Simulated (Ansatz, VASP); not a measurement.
# Two plane-wave programs on YN

File INCAR:

```
ALGO = Normal ; EDIFF = 1E-6
ENCUT = 600 ; GGA = CA
GGA_COMPAT = False ; ISIF = 2
ISMEAR = 0 ; LASPH = True
LCHARG = True ; LELF = True
LREAL = False ; LVHAR = True
LWAVE = False ; NBANDS = 15
NELM = 120 ; PREC = Accurate
SIGMA = 0.1
```

Contents of KPOINTS:

```
k-points
0
Gamma
  16 16 16
```

POSCAR

```
YN
1.0
    0.0000000000      2.4099550854      2.4099550854
    2.4099550854      0.0000000000      2.4099550854
    2.4099550854      2.4099550854      0.0000000000
Y N
1 1
Direct
    0.0000000000      0.0000000000      0.0000000000
    0.5000000000      0.5000000000      0.5000000000
```

Input for Ansatz:

```yaml
crystal:
  lattice:
    - [0.0, 2.4099550854, 2.4099550854]
    - [2.4099550854, 0.0, 2.4099550854]
    - [2.4099550854, 2.4099550854, 0.0]
  atoms:
    - { symbol: "Y", position: [0.0, 0.0, 0.0] }
    - { symbol: "N", position: [0.5, 0.5, 0.5] }
basis:
  ecutwfc: 420
kpoints:
  mp_grid: { grid: [16, 16, 16] }
  band_path:
    path:
      - [[0.0, 0.0, 0.0], [0.5, 0.0, 0.5], [0.625, 0.25, 0.625]]
      - [[0.375, 0.375, 0.75], [0.0, 0.0, 0.0], [0.5, 0.5, 0.5], [0.5, 0.25, 0.75], [0.5, 0.0, 0.5]]
    npoints: 10
hamiltonian:
  xc: lda
  pseudopotentials: { kind: paw, azcp: { folder: soft_1 } }
scf:
  occupations: { method: gaussian, width: 0.1 }
  n_extra_bands: 7
output:
  forces: true
  stress: true
  eigenvalues: true
  dos: { projected: false, de: 0.02, nscf_kmesh: { grid: [24, 24, 24] } }
  write_density: true
  write_potential: true
  elf: true
  volumetric_format: npy
```

Alike in both runs: task single point; functional LDA; k mesh 16 × 16 × 16; occupations gaussian, width 0.1 eV; no spin polarisation.

```csv
,VASP,Ansatz
version,VASP 6.6.1,Ansatz 0.2.0
potentials or method,"VASP PAW LDA potentials, release 64 (Y_sv, N), cutoff 600 eV","scalar-relativistic, plane waves, PAW"
valence electrons in the cell,16,16
```

```tsv
	VASP	Ansatz	Ansatz less VASP
pressure (GPa)	0.1	0.0	-0.12
```

Ansatz warns that its potentials were made for another functional, while VASP's fit it. LDA's correlation is that of Perdew and Zunger in VASP and of Perdew and Wang (1992) in Ansatz.
